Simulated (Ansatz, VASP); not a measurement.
**BiS: VASP beside Ansatz**

INCAR

```
SYSTEM = BiS
PREC = Accurate
ENCUT = 520
EDIFF = 1E-6
ISMEAR = -1
SIGMA = 0.05
LREAL = .FALSE.
LASPH = .TRUE.
NELM = 150
ALGO = Normal
ISIF = 2
LWAVE = .FALSE.
LCHARG = .FALSE.
LNONCOLLINEAR = .TRUE.
MAGMOM = 0 0 0 0 0 0
LORBIT = 11
LSORBIT = .TRUE.
GGA_COMPAT = .FALSE.
LORBMOM = .TRUE.
GGA = PE
NBANDS = 33
```

KPOINTS

```
regular mesh
0
G
  5 5 5
  0 0 0
```

POSCAR

```
BiS
1.0
    4.0029443400      0.0000000000      0.0000000000
    0.0000000000      4.0029443400      0.0000000000
    0.0000000000      0.0000000000      4.0029443400
Bi S
1 1
Direct
    0.5000000000      0.5000000000      0.5000000000
    0.0000000000      0.0000000000      0.0000000000
```

input.yaml

```yaml
crystal:
  lattice:
    - [4.00294434, 0.0, 0.0]
    - [0.0, 4.00294434, 0.0]
    - [0.0, 0.0, 4.00294434]
  atoms:
    - { symbol: Bi, position: [0.5, 0.5, 0.5] }
    - { symbol: S, position: [0.0, 0.0, 0.0] }
hamiltonian:
  xc: pbe
  pseudopotentials: { kind: paw_fr }
magnetization:
  noncollinear: true
  spin_orbit: true
kpoints:
  mp_grid: { grid: [5, 5, 5] }
  band_path:
    path:
      - [[0.0, 0.0, 0.0], [0.0, 0.5, 0.0], [0.5, 0.5, 0.0], [0.0, 0.0, 0.0], [0.5, 0.5, 0.5], [0.0, 0.5, 0.0]]
      - [[0.5, 0.5, 0.0], [0.5, 0.5, 0.5]]
    npoints: 14
scf:
  occupations: { method: fermi_dirac, width: 0.05 }
  n_extra_bands: 6
output:
  forces: true
  stress: true
  eigenvalues: true
  fatbands: false
```

Alike in both runs: functional PBE; k mesh 5 × 5 × 5; occupations fermi-dirac, width 0.05 eV; non-collinear spin, spin-orbit coupling.

```csv
,VASP,Ansatz
version,VASP 6.6.1,Ansatz 0.2.0
potentials or method,"VASP PAW PBE potentials, release 64 (Bi_d, S)",Ansatz PAW
plane-wave cutoff (eV),520,420
valence electrons in the cell,21,21
task,single point,band structure
```

|  | VASP | Ansatz | Ansatz less VASP |
| --- | --- | --- | --- |
| pressure (GPa) | -9.3 | -8.9 | +0.46 |
| net moment per atom (μB) | 0.00 | 0.00 | 0.000 |

With one functional, cell and mesh, what is left measures potentials, basis and numerics.
